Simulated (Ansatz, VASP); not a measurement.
Sn in VASP and in Ansatz

```
CELL_PARAMETERS angstrom
0.00000 3.27078 3.27078
3.44250 0.00000 3.27078
3.44250 3.27078 0.00000
ATOMIC_POSITIONS crystal
Sn 0.50000 0.50000 0.50000
Sn 0.75000 0.75000 0.75000
```

Change from the starting cell: strain +0.0525 x Voigt [1, 0, 0, 0, 0, 0], atoms carried along.

Alike in both runs: task single point; functional PBEsol; k mesh 16 × 16 × 16; occupations gaussian, width 0.15 eV; no spin polarisation.

```csv
,VASP,Ansatz
version,VASP 6.6.1,Ansatz 0.2.0
potentials or method,"VASP PAW PBE potentials, release 64 (Sn_d), cutoff 520 eV","scalar-relativistic, plane waves, PAW"
valence electrons in the cell,28,28
```

```csv
,VASP,Ansatz,Ansatz less VASP
gap on the k mesh at the Fermi level (eV),none,none,-
pressure (GPa),-2.0,-1.9,+0.10
"traceless stress, the component that is largest in VASP (GPa)",-1.09,-1.09,+0.001
```

VASP's potentials were made for PBE, not for PBEsol. A gap of «none» marks a metal or a gap that the smearing closes. With one functional, cell and mesh, what is left measures potentials, basis and numerics.
